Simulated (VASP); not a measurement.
# C (P6_3/mmc) in VASP: phonons with PBE+D3(BJ)

Aim: the phonons of C with PBE+D3(BJ).

All numbers are computed with VASP 6.6.1; they aren't measurements. Logs are shortened: lines on timing, memory, paths and dates and some standing lists are left out, and cuts for length are marked.

**1. The cell of the first run**

The structure is hexagonal, space group P6_3/mmc (No. 194). The conventional cell has a = 2.465 Å, b = 2.465 Å, c = 6.739 Å, α = 90.00°, β = 90.00°, γ = 120.00°. Within 1.9 Å of C (site symmetry -6m2) lie 3 C at 1.42 Å. C (site symmetry -6m2) has 3 C at 1.42 Å within 1.9 Å.

**2. Phonons, PBE+D3(BJ)**

Contents of INCAR:

```
  ALGO = Normal
  EDIFF = 1E-8
  ENCUT = 520
  GGA = PE
  IBRION = 6
  ISIF = 2
  ISMEAR = -1
  IVDW = 12
  LASPH = True
  LCHARG = True
  LREAL = False
  LWAVE = False
  NELM = 100
  NFREE = 2
  NSW = 1
  POTIM = 0.015
  PREC = Accurate
  SIGMA = 0.15
```

Contents of KPOINTS:

```
k-points
0
Gamma
  21 21 6
```

Contents of POSCAR:

```
C
1.0
    2.4649774828      0.0000000000      0.0000000000
   -1.2324887414      2.1347331199      0.0000000000
    0.0000000000      0.0000000000      6.7391320048
C
4
Direct
    0.0000000000      0.0000000000      0.0025000000
    0.0000000000      0.0000000000      0.5025000000
    0.3333333333      0.6666666667      0.0025000000
    0.6666666667      0.3333333333      0.5025000000
```

Potentials or basis: VASP PAW PBE potentials, release 64 (C).

Command:

```sh
cat potpaw_PBE.64/C/POTCAR > POTCAR
mpirun -np 1 vasp_std > vasp.out
```

OUTCAR:

```text
EDIFF = 1E-8
   ENCUT = 520
   GGA = PE
   IBRION = 6
   ISIF = 2
   ISMEAR = -1
   IVDW = 12
   LASPH = True
   LREAL = False
   NELM = 100
   NFREE = 2
   NSW = 1
   POTIM = 0.015
   PREC = Accurate
 IVDW          = 12

 ion  position               nearest neighbor table
   1  0.000  0.000  0.002-   3 1.42   3 1.42   3 1.42
   2  0.000  0.000  0.502-   4 1.42   4 1.42   4 1.42
   3  0.333  0.667  0.002-   1 1.42   1 1.42   1 1.42
   4  0.667  0.333  0.502-   2 1.42   2 1.42   2 1.42

  LATTYP: Found a hexagonal cell.
 ALAT       =     2.4649774828
 C/A-ratio  =     2.7339527650

  Lattice vectors:

 A1 = (   2.4649774828,   0.0000000000,   0.0000000000)
 A2 = (  -1.2324887414,   2.1347331199,   0.0000000000)
 A3 = (   0.0000000000,   0.0000000000,   6.7391320048)

Analysis of symmetry for initial positions (statically):
=====================================================================
 Subroutine PRICEL returns:
 Original cell was already a primitive cell.

 Routine SETGRP: Setting up the symmetry group for a
 hexagonal supercell.

 Subroutine GETGRP returns: Found 24 space group operations
 (whereof  6 operations were pure point group operations)
 out of a pool of 24 trial point group operations.

The static configuration has the point symmetry C_3v.
 The point group associated with its full space group is D_6h.

Analysis of symmetry for dynamics (positions and initial velocities):
=====================================================================
 Subroutine PRICEL returns:
 Original cell was already a primitive cell.

 Routine SETGRP: Setting up the symmetry group for a
 hexagonal supercell.

 Subroutine GETGRP returns: Found 24 space group operations
 (whereof  6 operations were pure point group operations)
 out of a pool of 24 trial point group operations.

The dynamic configuration has the point symmetry C_3v.
 The point group associated with its full space group is D_6h.

 Subroutine INISYM returns: Found 24 space group operations
 (whereof  6 operations are pure point group operations),
 and found     1 'primitive' translations

----------------------------------------------------------------------------------------

                                     Primitive cell

  volume of cell :      35.4618

  direct lattice vectors                    reciprocal lattice vectors
     2.464977483  0.000000000  0.000000000     0.405683219  0.234221316  0.000000000
    -1.232488741  2.134733120  0.000000000     0.000000000  0.468442631  0.000000000
     0.000000000  0.000000000  6.739132005     0.000000000  0.000000000  0.148387062

  length of vectors
     2.464977483  2.464977483  6.739132005     0.468442631  0.468442631  0.148387062

  position of ions in fractional coordinates (direct lattice)
     0.000000000  0.000000000  0.002500000
     0.000000000  0.000000000  0.502500000
     0.333333333  0.666666667  0.002500000
     0.666666667  0.333333333  0.502500000

  ion indices of the primitive-cell ions
   primitive index   ion index
                 1           1
                 2           2
                 3           3
                 4           4

----------------------------------------------------------------------------------------

 KPOINTS: k-points

Automatic generation of k-mesh.
 Grid dimensions read from file:
 generate k-points for:   21   21    6

 Generating k-lattice:

  Cartesian coordinates                     Fractional coordinates (reciprocal lattice)
     0.019318249  0.011153396  0.000000000     0.047619048  0.000000000  0.000000000
     0.000000000  0.022306792  0.000000000     0.000000000  0.047619048  0.000000000
     0.000000000  0.000000000  0.024731177     0.000000000  0.000000000  0.166666667

  Length of vectors
     0.022306792  0.022306792  0.024731177

  Shift w.r.t. Gamma in fractional coordinates (k-lattice)
     0.000000000  0.000000000  0.000000000

 Subroutine IBZKPT returns following result:
 ===========================================

 Found    192 irreducible k-points:

 Following reciprocal coordinates:
            Coordinates               Weight
  0.000000  0.000000  0.000000      1.000000
  0.047619  0.000000  0.000000      6.000000
  0.095238  0.000000  0.000000      6.000000
  0.142857 -0.000000  0.000000      6.000000
  0.190476  0.000000  0.000000      6.000000
  0.238095  0.000000  0.000000      6.000000
[... 16 lines left out ...]
  0.142857  0.095238  0.000000     12.000000
  0.190476  0.095238  0.000000     12.000000
 [... further k-points ...]
   k-points           NKPTS =    192   k-points in BZ     NKDIM =    192   number of bands    NBANDS=     12
   number of dos      NEDOS =    301   number of ions     NIONS =      4
   total plane-waves  NPLWV =  16200
   dimension x,y,z NGX =    18 NGY =   18 NGZ =   50
   dimension x,y,z NGXF=    36 NGYF=   36 NGZF=  100
   ions per type =               4
   NGX,Y,Z   is equivalent  to a cutoff of  12.14, 12.14, 12.33 a.u.
   NGXF,Y,Z  is equivalent  to a cutoff of  24.28, 24.28, 24.67 a.u.
 SYSTEM =  unknown system
   PREC   = accura    normal or accurate (medium, high low for compatibility)
   ISTART =      0    job   : 0-new  1-cont  2-samecut
   ICHARG =      2    charge: 1-file 2-atom 10-const
   ISPIN  =      1    spin polarized calculation?
   LNONCOLLINEAR =      F non collinear calculations
   LSORBIT =      F    spin-orbit coupling
   LASPH  =      T    aspherical Exc in radial PAW
   ENCUT  =  520.0 eV  38.22 Ry    6.18 a.u.   4.58  4.58 12.53*2*pi/ulx,y,z
   NELM   =    100;   NELMIN=  2; NELMDL= -5     # of ELM steps
   EDIFF  = 0.1E-07   stopping-criterion for ELM
   LREAL  =      F    real-space projection
   EDIFFG = 0.1E-06   stopping-criterion for IOM
   NSW    =     85    number of steps for IOM
   IBRION =      6    ionic relax: 0-MD 1-quasi-New 2-CG
   NFREE  =      2    steps in history (QN), initial steepest desc. (CG)
   ISIF   =      2    stress and relaxation
   ISYM   =      2    0-nonsym 1-usesym 2-fastsym
   POTIM  = 0.0150    time-step for ionic-motion
   TEBEG  =    0.0;   TEEND  =   0.0 temperature during run
   PSTRESS=    0.0 pullay stress
   NELECT =      16.0000    total number of electrons
   NUPDOWN=      -1.0000    fix difference up-down
   EMIN   =  10.00;   EMAX   =-10.00  energy-range for DOS
   EFERMI =   0.00;   METHOD = LEGACY
   ISMEAR =    -1;   SIGMA  =   0.15  broadening in eV -4-tet -1-fermi 0-gaus
   EFERMI_NEDOS =   21; number of points for ismear=-14 and -15
   IALGO  =     38    algorithm
   IMIX   =      4    mixing-type and parameters
     AMIX     =   0.40;   BMIX     =  1.00
     AMIX_MAG =   1.60;   BMIX_MAG =  1.00
  volume/ion in A,a.u.               =       8.87        59.83
  Fermi-wavevector in a.u.,A,eV,Ry     =   1.255629  2.372795 21.451001  1.576604
  Thomas-Fermi vector in A             =   2.389376
   LORBIT       =      0    0 simple, 1 ext, 2 COOP (PROOUT), +10 PAW based schemes
   GGA     = PE    functional components
   LHFCALC =     F    Hartree Fock is set to
   AEXX    =    0.0000 exact exchange contribution
   IVDW    =    12    specifies the selected vdW correction
   LEPSILON=     F    determine dielectric tensor
   LRPA    =     F    only Hartree local field effects (RPA)
 finite differences with symmetry
 non-spin polarized calculation
  energy-cutoff  :      520.00
  volume of cell :       35.46
 maximum number of plane-waves:       979
   NGX =  9   NGY =  9   NGZ = 25

--------------------------------------- Ionic step        1  -------------------------------------------

 number of electron      15.9999995 magnetization

 Free energy of the ion-electron system (eV)
  ---------------------------------------------------
  ext. energy  EPLUGINS =         0.00000000
  ---------------------------------------------------
  free energy    TOTEN  =       -36.84995377 eV

  energy without entropy =      -36.84511182  energy(sigma->0) =      -36.84753279

------------------------ aborting loop because EDIFF is reached ----------------------------------------

 Edisp (eV)   -0.62213

 E8    (eV) :    -0.1762
[... 327 lines left out ...]
--------------------------------------- Ionic step        9  -------------------------------------------

 number of electron      15.9999995 magnetization

 Free energy of the ion-electron system (eV)
  ---------------------------------------------------
  ext. energy  EPLUGINS =         0.00000000
  ---------------------------------------------------
  free energy    TOTEN  =       -36.84805546 eV

  energy without entropy =      -36.84321170  energy(sigma->0) =      -36.84563358

 E-fermi :   4.6524     XC(G=0): -10.2936

 val. band max:        4.6518400228   @ k =   0.3333   0.3333   0.5000
 cond. band min:       4.9700444470   @ k =   0.3333   0.3333   0.3333
 fundamental gap:      0.3182044242
 Fermi energy:         4.6523712439

 k-point     1 :       0.0000    0.0000    0.0000
  band No.  band energies     occupation
      1     -15.0076      2.00000
      2     -14.7173      2.00000
      3      -3.8552      2.00000
      4      -1.9308      2.00000
      5       1.6229      2.00000
      6       1.6229      2.00000
      7       1.6406      2.00000
      8       1.6406      2.00000
      9       8.8878      0.00000
     10      12.9621      0.00000
     11      12.9631      0.00000
     12      13.0120      0.00000
[... 331 lines left out ...]
 k-point    24 :       0.1905    0.0952    0.0000
  band No.  band energies     occupation
      1     -13.5046      2.00000
      2     -13.2407      2.00000
      3      -2.5431      2.00000
      4      -2.4660      2.00000
      5      -2.0446      2.00000
      6      -0.8729      2.00000
      7      -0.8243      2.00000
      8      -0.2528      2.00000
      9      10.7189      0.00000
     10      11.6929      0.00000
     11      12.1908      0.00000
     12      13.4886      0.00000

 [... further k-points ...]

------------------------ aborting loop because EDIFF is reached ----------------------------------------

 Edisp (eV)   -0.62214

 E8    (eV) :    -0.1762
[... 27 lines left out ...]
  FREE ENERGIE OF THE ION-ELECTRON SYSTEM (eV)
  ---------------------------------------------------
  free  energy   TOTEN  =       -37.4701910335 eV

  energy  without entropy=      -37.4653472737  energy(sigma->0) =      -37.46776915

 INTERNAL STRAIN TENSORS FROM DISPLACED ATOMS
 ============================================

 INTERNAL STRAIN TENSOR FOR ION    1 for displacements in x,y,z  (eV/Angst):
          X           Y           Z          XY          YZ          ZX
  --------------------------------------------------------------------------------
  x     0.00000     0.00000    -0.00000   -11.39784     0.00000     0.00000
  y   -11.39784    11.39784    -0.00000     0.00000     0.00000     0.00000
  z     0.00000     0.00000    -0.00000     0.00000     0.00000     0.00000

 INTERNAL STRAIN TENSOR FOR ION    4 for displacements in x,y,z  (eV/Angst):
          X           Y           Z          XY          YZ          ZX
  --------------------------------------------------------------------------------
  x     0.00000     0.00000    -0.00000   -11.50186     0.00000     0.00000
  y   -11.50186    11.50186    -0.00000     0.00000     0.00000     0.00000
  z    -0.00000    -0.00000     0.00000     0.00000     0.00000     0.00000

 Eigenvectors and eigenvalues of the dynamical matrix
 ----------------------------------------------------

   1 f  =   46.912121 THz   294.757550 2PiTHz 1564.819920 cm-1   194.012856 meV
             X         Y         Z           dx          dy          dz
      0.000000  0.000000  0.016848     0.000000   -0.499995   -0.000000
      0.000000  0.000000  3.386414     0.000000   -0.499995   -0.000000
     -0.000000  1.423155  0.016848    -0.000000    0.500005   -0.000000
      1.232489  0.711578  3.386414    -0.000000    0.500005   -0.000000
[... 50 lines left out ...]
   9 f  =    1.087792 THz     6.834800 2PiTHz   36.284844 cm-1     4.498745 meV
             X         Y         Z           dx          dy          dz
      0.000000  0.000000  0.016848     0.500052   -0.000271   -0.000000
      0.000000  0.000000  3.386414    -0.500052    0.000271   -0.000000
     -0.000000  1.423155  0.016848     0.499948   -0.000271   -0.000000
      1.232489  0.711578  3.386414    -0.499948    0.000271   -0.000000

  10 f/i=    0.000061 THz     0.000380 2PiTHz    0.002019 cm-1     0.000250 meV
             X         Y         Z           dx          dy          dz
      0.000000  0.000000  0.016848    -0.000000   -0.000000   -0.500001
      0.000000  0.000000  3.386414    -0.000000   -0.000000   -0.500001
     -0.000000  1.423155  0.016848    -0.000000   -0.000000   -0.499999
      1.232489  0.711578  3.386414    -0.000000   -0.000000   -0.499999

  11 f/i=    0.000487 THz     0.003060 2PiTHz    0.016244 cm-1     0.002014 meV
             X         Y         Z           dx          dy          dz
      0.000000  0.000000  0.016848     0.004546    0.499985   -0.000000
      0.000000  0.000000  3.386414     0.004546    0.499985   -0.000000
     -0.000000  1.423155  0.016848     0.004546    0.499974   -0.000000
      1.232489  0.711578  3.386414     0.004546    0.499974   -0.000000

  12 f/i=    0.000487 THz     0.003060 2PiTHz    0.016244 cm-1     0.002014 meV
             X         Y         Z           dx          dy          dz
      0.000000  0.000000  0.016848     0.499985   -0.004546   -0.000000
      0.000000  0.000000  3.386414     0.499985   -0.004546   -0.000000
     -0.000000  1.423155  0.016848     0.499974   -0.004546   -0.000000
      1.232489  0.711578  3.386414     0.499974   -0.004546   -0.000000

 ELASTIC MODULI CONTR FROM IONIC RELAXATION (kBar)
 Direction    XX          YY          ZZ          XY          YZ          ZX
 --------------------------------------------------------------------------------
 XX        -228.5334    228.5334      0.0000      0.0000     -0.0000     -0.0000
 YY         228.5334   -228.5334     -0.0000     -0.0000      0.0000      0.0000
 ZZ           0.0000     -0.0000     -0.0000      0.0000     -0.0000     -0.0000
 XY           0.0000     -0.0000      0.0000   -228.5334     -0.0000     -0.0000
 YZ          -0.0000      0.0000     -0.0000     -0.0000     -0.0000     -0.0000
 ZX          -0.0000      0.0000     -0.0000     -0.0000     -0.0000     -0.0000
 --------------------------------------------------------------------------------
```

It took 7 min on 1 thread of Intel Xeon 6975P-C (Granite Rapids), shared host; peak memory 0.6 GiB.

Results:

```
Highest phonon frequency at Γ : 1565 cm⁻¹
Dispersion energy per atom    : -0.156 eV
```

Phonon frequencies in cm⁻¹ (negative: imaginary):
```
              q point                                  frequencies
(0.000, 0.000, 0.000)  0 0 0 36 36 124 865 869 1560 1560 1565 1565
```
